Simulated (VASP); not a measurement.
Write the native input for VASP 6.6.1 that does the following.

```yaml
Task: single point
Functional: revPBE
Potentials_or_basis: VASP PAW PBE potentials, release 64 (Fe_sv)
Cutoff: 690 eV
k_mesh: 13 × 13 × 13
Occupations: fermi-dirac, width 0.15 eV
Spin: collinear spin, ferromagnetic start
Starting_moments: "[-0.81] μB"
Hubbard_terms: Fe d U = 4.0 eV
Dipole_correction: no
Further_INCAR_settings: ALGO = Normal; EDIFF = 1e-06; NBANDS = 18
```

The structure of Fe lies in POSCAR:

```
Fe
1.0
   -1.4986216162      1.4986216162      1.4986216162
    1.4986216162     -1.4986216162      1.4986216162
    1.4986216162      1.4986216162     -1.4986216162
Fe
1
Direct
    0.0000000000      0.0000000000      0.0000000000
```

These files were run (other wordings do the same):

INCAR

```
SYSTEM = Fe
  PREC = Accurate
  ENCUT = 690
  EDIFF = 1E-6
  ISMEAR = -1
  SIGMA = 0.15
  LREAL = .FALSE.
  LASPH = .TRUE.
  NELM = 200
  ALGO = Normal
  ISIF = 2
  LWAVE = .FALSE.
  LCHARG = .FALSE.
  ISPIN = 2
  MAGMOM = -0.81
  LORBIT = 11
  LMAXMIX = 4
  LDAU = .TRUE.
  LDAUTYPE = 2
  LDAUL = 2
  LDAUU = 4
  LDAUJ = 0
  LDAUPRINT = 1
  GGA = RE
  NBANDS = 18
  GGA_COMPAT = .FALSE.
```

KPOINTS

```
regular mesh
0
G
  13 13 13
  0 0 0
```

Potentials or basis: VASP PAW PBE potentials, release 64 (Fe_sv).

Run with:

```bash
$ cat potpaw_PBE.64/Fe_sv/POTCAR > POTCAR
$ mpirun -np 1 vasp_std > vasp.out
```

It gave:

The pressure is -0.9 GPa and the net moment is -3.01 μB per cell. The site moments are Fe -3.20 μB and the valence electrons inside the program's atomic spheres are Fe 13.66.

Caveat: the PAW data sets were made with another functional, which shifts forces and pressure a little; the U is typed as a test and isn't derived for this compound.

It took 42 s on 1 thread of Intel(R) Xeon(R) Platinum 8259CL CPU @ 2.50GHz (Skylake/Cascade Lake), on a shared host, peak memory 0.17 GiB.
